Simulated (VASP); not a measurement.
Input of a VASP 6.6.1 run:

The input INCAR:

```
  ALGO = Normal
  EDIFF = 1E-6
  ENCUT = 520
  GGA = PE
  ISIF = 2
  ISMEAR = 0
  LASPH = True
  LCHARG = True
  LELF = True
  LREAL = Auto
  LVHAR = True
  LWAVE = False
  NBANDS = 114
  NELECT = 192.0
  NELM = 80
  PREC = Accurate
  SIGMA = 0.02
```

Contents of KPOINTS:

```
k-points
0
Gamma
  3 3 3
```

File POSCAR:

```
Ti8HO16
1.0
    4.6433175447     -4.6433175447      0.0000000000
   -4.6433175447     -4.6433175447      0.0000000000
    0.0000000000      4.6433175447     -5.9277360028
Ti O H
8 16 1
Direct
    0.5242853655      0.0083943076      0.0061001367
    0.2683953543      0.7521845801      0.4939077919
   -0.0180413616      0.4978835083      0.0060537446
    0.7257342242      0.2416818245      0.4939543527
    0.1250055061      0.1248474295      0.2499905528
    0.9023590472      0.8871961816      0.7499875160
    0.6252297055      0.6248125469      0.2499581627
    0.3475791440      0.3625951319      0.7499785749
    0.6365812970      0.9304821527      0.2490207053
    0.4385954710      0.6660591303      0.7499946013
    0.1375866949      0.4314705370      0.2509684978
    0.8879069753      0.1866122719      0.7500109650
    0.0528307255      0.2664969222      0.5022322179
    0.8101563904      1.0228797268      1.0045754395
    0.5556260511      0.7683220363      0.4954464906
    0.3005881269      0.5142444170      0.9977353913
    0.1971113559      0.9834857455     -0.0022112996
    0.9493016115      0.7356883941      0.5021878502
    0.6943320152      0.4818158583      0.0045467612
    0.4397551202      0.2272626533      0.4954753381
    0.6133909850      0.3196712498      0.2509764266
    0.3619149086      0.0632831682      0.7500026988
    0.1124568280      0.8187094090      0.2490336950
    0.8117371541      0.5838716269      0.7500244609
    0.6245810527      0.6250494678      0.7500489222
```

Potentials or basis: VASP PAW PBE potentials, release 64 (Ti_sv, O, H).

The run is started by

```console
$ cat potpaw_PBE.64/Ti_sv/POTCAR potpaw_PBE.64/O/POTCAR potpaw_PBE.64/H/POTCAR > POTCAR
$ mpirun -np 1 vasp_std > vasp.out
```

Problem. Estimate the largest force.

Solution. 0.066 eV/Å.

Forces in eV/Å, atoms in the order of the input:
```
Ti  -0.004  0.027  0.024
Ti  -0.004  0.021 -0.030
Ti   0.023 -0.025  0.050
Ti   0.013 -0.026 -0.048
Ti  -0.012  0.002 -0.001
Ti  -0.023  0.052  0.006
Ti  -0.014  0.003 -0.001
Ti   0.021 -0.038  0.000
O    0.032  0.036 -0.007
O   -0.002  0.010  0.000
O    0.032  0.039  0.005
O    0.013 -0.003  0.002
O   -0.037  0.031  0.032
O    0.003 -0.002  0.032
O    0.003 -0.001 -0.032
O   -0.039  0.032 -0.037
O    0.041 -0.037 -0.036
O    0.038 -0.038  0.032
O    0.003  0.000  0.031
O    0.002 -0.001 -0.029
O   -0.031 -0.036  0.009
O   -0.022  0.000  0.003
O   -0.031 -0.036 -0.007
O    0.021 -0.021  0.001
H   -0.026  0.010  0.000
```

Caveat: the cell carries a net charge on a neutralising background, which shifts energy and pressure.
